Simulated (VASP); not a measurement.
# Bi (R-3m) in VASP: relaxation of cell and atoms with LDA

Aim: the relaxation of cell and atoms of Bi with LDA.

All numbers are computed with VASP 6.6.1; they aren't measurements. Logs are shortened: lines on timing, memory, paths and dates and some standing lists are left out, and cuts for length are marked.

## (1) The cell of the first run

It takes space group R-3m (No. 166, trigonal). The conventional cell has a = 3.267 Å, b = 3.267 Å, c = 7.887 Å, α = 90.00°, β = 90.00°, γ = 120.00°. Bi (site symmetry -3m) has 12 Bi at 3.24 to 3.27 Å within 4.3 Å.

## (2) Relaxation of cell and atoms, LDA, target pressure 19 GPa, at which the enthalpy is minimised

File INCAR:

```
SYSTEM = Bi
PREC = Accurate
ENCUT = 600
EDIFF = 1E-6
ISMEAR = -1
SIGMA = 0.08
LREAL = .False.
LASPH = .True.
NELM = 100
ALGO = Normal
ISIF = 3
LWAVE = .False.
LCHARG = .False.
GGA = CA
IBRION = 2
NSW = 32
EDIFFG = -0.005
PSTRESS = 190.0
```

File KPOINTS:

```
regular mesh
0
Gamma
  11 11 11
  0 0 0
```

File POSCAR:

```
Bi
1.0
    1.6333238724     -0.9429999774      5.2582023521
    0.0000000000      1.8859999548      5.2582023521
   -1.6333238724     -0.9429999774      5.2582023521
Bi
2
Direct
    0.2499999319      0.2499999319      0.2499999319
   -0.2499999319     -0.2499999319     -0.2499999319
```

Potentials or basis: VASP PAW LDA potentials, release 64 (Bi_d).

Command:

```bash
> cat potpaw_LDA.64/Bi_d/POTCAR > POTCAR
> mpirun -np 1 vasp_std > vasp.out
```

OUTCAR:

```text
SYSTEM = Bi
   PREC = Accurate
   ENCUT = 600
   EDIFF = 1E-6
   ISMEAR = -1
   LREAL = .False.
   LASPH = .True.
   NELM = 100
   ISIF = 3
   GGA = CA
   IBRION = 2
   NSW = 32
   EDIFFG = -0.005
   PSTRESS = 190.0

 ion  position               nearest neighbor table
   1  0.250  0.250  0.250-   2 3.24   2 3.24   2 3.24   2 3.24   2 3.24   2 3.24
   2  0.750  0.750  0.750-   1 3.24   1 3.24   1 3.24   1 3.24   1 3.24   1 3.24

  LATTYP: Found a trigonal (rhomboedric) cell.
 ALAT       =     5.5862051345
 COS(alpha) =     0.8290217547

  Lattice vectors:

 A1 = (   1.6333238724,  -0.9429999774,   5.2582023521)
 A2 = (   0.0000000000,   1.8859999548,   5.2582023521)
 A3 = (  -1.6333238724,  -0.9429999774,   5.2582023521)

Analysis of symmetry for initial positions (statically):
=====================================================================
 Subroutine PRICEL returns following result:

  LATTYP: Found a trigonal (rhomboedric) cell.
 ALAT       =     3.2356077522
 COS(alpha) =     0.4903607352

  Lattice vectors:

 A1 = (  -1.6333238724,  -0.9429999774,  -2.6290990275)
 A2 = (   0.0000000000,   1.8859999548,  -2.6290990275)
 A3 = (   1.6333238724,  -0.9429999774,  -2.6291033246)

   2 primitive cells build up your supercell.

 Routine SETGRP: Setting up the symmetry group for a
 trigonal (rhombohedral) supercell.

 Subroutine GETGRP returns: Found 12 space group operations
 (whereof 12 operations were pure point group operations)
 out of a pool of 12 trial point group operations.

The static configuration has the point symmetry D_3d.

Analysis of symmetry for dynamics (positions and initial velocities):
=====================================================================
 Subroutine PRICEL returns following result:

  LATTYP: Found a trigonal (rhomboedric) cell.
 ALAT       =     3.2356077522
 COS(alpha) =     0.4903607352

  Lattice vectors:

 A1 = (  -1.6333238724,  -0.9429999774,  -2.6290990275)
 A2 = (   0.0000000000,   1.8859999548,  -2.6290990275)
 A3 = (   1.6333238724,  -0.9429999774,  -2.6291033246)

   2 primitive cells build up your supercell.

 Routine SETGRP: Setting up the symmetry group for a
 trigonal (rhombohedral) supercell.

 Subroutine GETGRP returns: Found 12 space group operations
 (whereof 12 operations were pure point group operations)
 out of a pool of 12 trial point group operations.

The dynamic configuration has the point symmetry D_3d.

 Subroutine INISYM returns: Found 12 space group operations
 (whereof 12 operations are pure point group operations),
 and found     2 'primitive' translations

----------------------------------------------------------------------------------------

                                     Primitive cell

  volume of cell :      24.2964

  direct lattice vectors                    reciprocal lattice vectors
    -1.633323872 -0.942999977 -2.629099028    -0.306124389 -0.176740806 -0.126786077
     0.000000000  1.885999955 -2.629099028    -0.000000167  0.353481900 -0.126786077
     1.633323872 -0.942999977 -2.629103325     0.306124055 -0.176740806 -0.126786077

  length of vectors
     3.235607752  3.235607752  3.235611244     0.375531841  0.375531841  0.375531569

  position of ions in fractional coordinates (direct lattice)
     0.500000000  0.500000000  0.500000000

  ion indices of the primitive-cell ions
   primitive index   ion index
                 1           1

----------------------------------------------------------------------------------------

 KPOINTS: regular mesh

Automatic generation of k-mesh.
 Grid dimensions read from file:
 generate k-points for:   11   11   11

 Generating k-lattice:

  Cartesian coordinates                     Fractional coordinates (reciprocal lattice)
     0.027829475 -0.016067355  0.005763002     0.090909091  0.000000000  0.000000000
     0.000000000  0.032134709  0.005763002     0.000000000  0.090909091  0.000000000
    -0.027829475 -0.016067355  0.005763002     0.000000000  0.000000000  0.090909091

  Length of vectors
     0.032647385  0.032647385  0.032647385

  Shift w.r.t. Gamma in fractional coordinates (k-lattice)
     0.000000000  0.000000000  0.000000000

 Subroutine IBZKPT returns following result:
 ===========================================

 Found    146 irreducible k-points:

 Following reciprocal coordinates:
            Coordinates               Weight
  0.000000  0.000000  0.000000      1.000000
  0.090909 -0.000000 -0.000000      6.000000
  0.181818 -0.000000 -0.000000      6.000000
  0.272727 -0.000000 -0.000000      6.000000
  0.363636 -0.000000 -0.000000      6.000000
  0.454545  0.000000 -0.000000      6.000000
[... 16 lines left out ...]
 -0.272727  0.181818  0.000000     12.000000
 -0.181818  0.181818  0.000000      6.000000
 [... further k-points ...]
   k-points           NKPTS =    146   k-points in BZ     NKDIM =    146   number of bands    NBANDS=     19
   number of dos      NEDOS =    301   number of ions     NIONS =      2
   total plane-waves  NPLWV = 110592
   dimension x,y,z NGX =    48 NGY =   48 NGZ =   48
   dimension x,y,z NGXF=    96 NGYF=   96 NGZF=   96
   ions per type =               2
   NGX,Y,Z   is equivalent  to a cutoff of  14.28, 14.28, 14.28 a.u.
   NGXF,Y,Z  is equivalent  to a cutoff of  28.57, 28.57, 28.57 a.u.
 SYSTEM =  Bi
   PREC   = accura    normal or accurate (medium, high low for compatibility)
   ISTART =      0    job   : 0-new  1-cont  2-samecut
   ICHARG =      2    charge: 1-file 2-atom 10-const
   ISPIN  =      1    spin polarized calculation?
   LNONCOLLINEAR =      F non collinear calculations
   LSORBIT =      F    spin-orbit coupling
   LASPH  =      T    aspherical Exc in radial PAW
   ENCUT  =  600.0 eV  44.10 Ry    6.64 a.u.  11.16 11.16 11.16*2*pi/ulx,y,z
   NELM   =    100;   NELMIN=  2; NELMDL= -5     # of ELM steps
   EDIFF  = 0.1E-05   stopping-criterion for ELM
   LREAL  =      F    real-space projection
   EDIFFG = -.5E-02   stopping-criterion for IOM
   NSW    =     32    number of steps for IOM
   IBRION =      2    ionic relax: 0-MD 1-quasi-New 2-CG
   NFREE  =      1    steps in history (QN), initial steepest desc. (CG)
   ISIF   =      3    stress and relaxation
   ISYM   =      2    0-nonsym 1-usesym 2-fastsym
   POTIM  = 0.5000    time-step for ionic-motion
   TEBEG  =    0.0;   TEEND  =   0.0 temperature during run
   PSTRESS=  190.0 pullay stress
   NELECT =      30.0000    total number of electrons
   NUPDOWN=      -1.0000    fix difference up-down
   EMIN   =  10.00;   EMAX   =-10.00  energy-range for DOS
   EFERMI =   0.00;   METHOD = LEGACY
   ISMEAR =    -1;   SIGMA  =   0.08  broadening in eV -4-tet -1-fermi 0-gaus
   EFERMI_NEDOS =   21; number of points for ismear=-14 and -15
   IALGO  =     38    algorithm
   IMIX   =      4    mixing-type and parameters
     AMIX     =   0.40;   BMIX     =  1.00
     AMIX_MAG =   1.60;   BMIX_MAG =  1.00
  volume/ion in A,a.u.               =      24.30       163.96
  Fermi-wavevector in a.u.,A,eV,Ry     =   1.393984  2.634247 26.438718  1.943191
  Thomas-Fermi vector in A             =   2.517577
   LORBIT       =      0    0 simple, 1 ext, 2 COOP (PROOUT), +10 PAW based schemes
   GGA     = CA    functional components
   LHFCALC =     F    Hartree Fock is set to
   AEXX    =    0.0000 exact exchange contribution
   IVDW    =     0    specifies the selected vdW correction
   LEPSILON=     F    determine dielectric tensor
   LRPA    =     F    only Hartree local field effects (RPA)
 conjugate gradient relaxation of ions
 non-spin polarized calculation
  energy-cutoff  :      600.00
  volume of cell :       48.59
 maximum number of plane-waves:      1665
 NGX is ok and might be reduce to    48
   NGX = 23   NGY = 23   NGZ = 23

--------------------------------------- Ionic step        1  -------------------------------------------

 number of electron      29.9999998 magnetization

 Free energy of the ion-electron system (eV)
  ---------------------------------------------------
  ext. energy  EPLUGINS =         0.00000000
  ---------------------------------------------------
  free energy    TOTEN  =        -8.29094972 eV

  energy without entropy =       -8.26223704  energy(sigma->0) =       -8.27659338

------------------------ aborting loop because EDIFF is reached ----------------------------------------

  FORCE on cell =-STRESS in cart. coord.  units (eV):
  Direction    XX          YY          ZZ          XY          YZ          ZX
  --------------------------------------------------------------------------------------
  -------------------------------------------------------------------------------------
  Total        5.8634317      5.8634317      5.8543237     -0.0000000     -0.0000000     -0.0000000
  in kB      193.3258445    193.3258445    193.0255412     -0.0000000     -0.0000000     -0.0000000
  external PRESSURE =       3.2257434 kB  Pullay stress =     190.0000000 kB
[... 99 lines left out ...]
  enthalpy is  TOTEN    =        -2.5284975497 eV   P V=        5.7755509629

--------------------------------------- Ionic step        4  -------------------------------------------

 number of electron      29.9999998 magnetization

 Free energy of the ion-electron system (eV)
  ---------------------------------------------------
  ext. energy  EPLUGINS =         0.00000000
  ---------------------------------------------------
  free energy    TOTEN  =        -8.30648210 eV

  energy without entropy =       -8.27769776  energy(sigma->0) =       -8.29208993

 E-fermi :  11.2266     XC(G=0): -11.7477

 val. band max:       11.2034156176   @ k =   0.4545   0.3636   0.1818
 cond. band min:      11.2267756689   @ k =   0.1818  -0.0000  -0.0000
 fundamental gap:      0.0233600513
 Fermi energy:        11.2266439816

 k-point     1 :       0.0000    0.0000    0.0000
  band No.  band energies     occupation
      1     -12.1303      2.00000
      2     -12.1167      2.00000
      3     -12.1167      2.00000
      4     -12.1035      2.00000
      5     -12.0912      2.00000
      6     -12.0912      2.00000
[... 11 lines left out ...]
     18      18.1145      0.00000
     19      19.5005      0.00000
[... 489 lines left out ...]
      3     -12.0793      2.00000
      4     -12.0550      2.00000
      5     -11.9970      2.00000
      6     -11.9721      2.00000
[... 11 lines left out ...]
     18      17.2581      0.00000
     19      20.2118      0.00000

 [... further k-points ...]

------------------------ aborting loop because EDIFF is reached ----------------------------------------

  FORCE on cell =-STRESS in cart. coord.  units (eV):
  Direction    XX          YY          ZZ          XY          YZ          ZX
  --------------------------------------------------------------------------------------
  -------------------------------------------------------------------------------------
  Total        5.7747029      5.7747029      5.7691323     -0.0000000      0.0000000      0.0000000
  in kB      189.8919554    189.8919554    189.7087747     -0.0000000      0.0000000      0.0000000
  external PRESSURE =      -0.1691048 kB  Pullay stress =     190.0000000 kB
[... 17 lines left out ...]
  FREE ENERGIE OF THE ION-ELECTRON SYSTEM (eV)
  ---------------------------------------------------
  free  energy   TOTEN  =        -8.3064821028 eV

  energy  without entropy=       -8.2776977575  energy(sigma->0) =       -8.29208993

  enthalpy is  TOTEN    =        -2.5284935104 eV   P V=        5.7779885924

 reached required accuracy - stopping structural energy minimisation
```

It took 13 min on 1 thread of Intel Xeon 6975P-C (Granite Rapids), shared host; peak memory 0.36 GiB.

What came out:

```yaml
Free_energy: -8.3065 eV
Relaxed_volume: 24.36 Å³/atom
Relaxed_cell: a = 5.591 Å, b = 5.591 Å, c = 5.591 Å, α = 34.00°, β = 34.00°, γ = 34.00°
Space_group_after_relaxing_to_0.1_Å: Fm-3m (No. 225)
Energy_change_on_relaxing_the_run_minimises_the_enthalpy: -7.8 meV/atom
Ionic_steps: 4
Pressure_after_relaxing: 19.0 GPa
Band_gap_on_the_k_mesh: zero (bands 15 and 16 overlap by 8.00 eV)
```

The path:
| step | energy change (eV) | largest force (eV/Å) | pressure (GPa) | volume (Å³) |
| --- | --- | --- | --- | --- |
| 1 | 0.0000 | 0.0000 | 19.32 | 48.59 |
| 2 | -0.0405 | 0.0000 | 18.31 | 48.94 |
| 3 | -0.0131 | 0.0000 | 19.07 | 48.70 |
| 4 | -0.0155 | 0.0000 | 18.98 | 48.72 |

Final structure:
```
CELL_PARAMETERS angstrom
1.63483 -0.94387 5.26260
0.00000 1.88773 5.26260
-1.63483 -0.94387 5.26260
ATOMIC_POSITIONS crystal
Bi 0.25000 0.25000 0.25000
Bi 0.75000 0.75000 0.75000
```

Caveat: the cell is relaxed towards a set pressure, so the run minimises the enthalpy, not the energy; spin-orbit coupling is left out, which moves the levels of the heavy elements.

The gap in the log of VASP goes by the Fermi energy; the results here count the filled bands.